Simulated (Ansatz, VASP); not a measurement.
Ca: VASP beside Ansatz

File INCAR:

```
SYSTEM = Ca
ALGO = Fast
EDIFF = 1E-7
ENCUT = 520
GGA = PS
ISIF = 2
ISMEAR = 0
LASPH = .True.
LCHARG = .True.
LELF = .True.
LREAL = .False.
LVHAR = .True.
LWAVE = .False.
NBANDS = 11
NELM = 60
PREC = Accurate
SIGMA = 0.15
```

KPOINTS

```
k-points
0
Gamma
  16 16 16
  0 0 0
```

POSCAR

```
Ca
1.0
    0.0000000000      2.8729509580      2.6431148813
    2.8729509580      0.0000000000      2.6431148813
    2.8729509580      2.8729509580      0.0000000000
Ca
1
Direct
    0.0000000000      0.0000000000      0.0000000000
```

Input for Ansatz:

```yaml
crystal:
  lattice:
    - [0.0, 2.872950958, 2.6431148813]
    - [2.872950958, 0.0, 2.6431148813]
    - [2.872950958, 2.872950958, 0.0]
  atoms:
    - { symbol: Ca, position: [0.0, 0.0, 0.0] }
basis:
  ecutwfc: 420
kpoints:
  mp_grid: { grid: [16, 16, 16] }
hamiltonian:
  xc: pbesol
scf:
  occupations: { method: gaussian, width: 0.15 }
output:
  forces: true
  stress: true
  eigenvalues: true
```

Alike in both runs: task single point; functional PBEsol; k mesh 16 × 16 × 16; occupations gaussian, width 0.15 eV; no spin polarisation.

```csv
,VASP,Ansatz
version,VASP 6.6.1,Ansatz 0.2.0
potentials or method,"VASP PAW PBE potentials, release 64 (Ca_sv), cutoff 520 eV","scalar-relativistic, plane waves, PAW"
valence electrons in the cell,10,10
```

```tsv
	VASP	Ansatz	Ansatz less VASP
gap on the k mesh at the Fermi level (eV)	none	none	-
pressure (GPa)	-1.2	-1.2	-0.01
traceless stress, the component that is largest in VASP (GPa)	0.23	0.23	0.000
```

VASP's potentials were made for PBE, not for PBEsol. A gap of «none» marks a metal or a gap that the smearing closes.
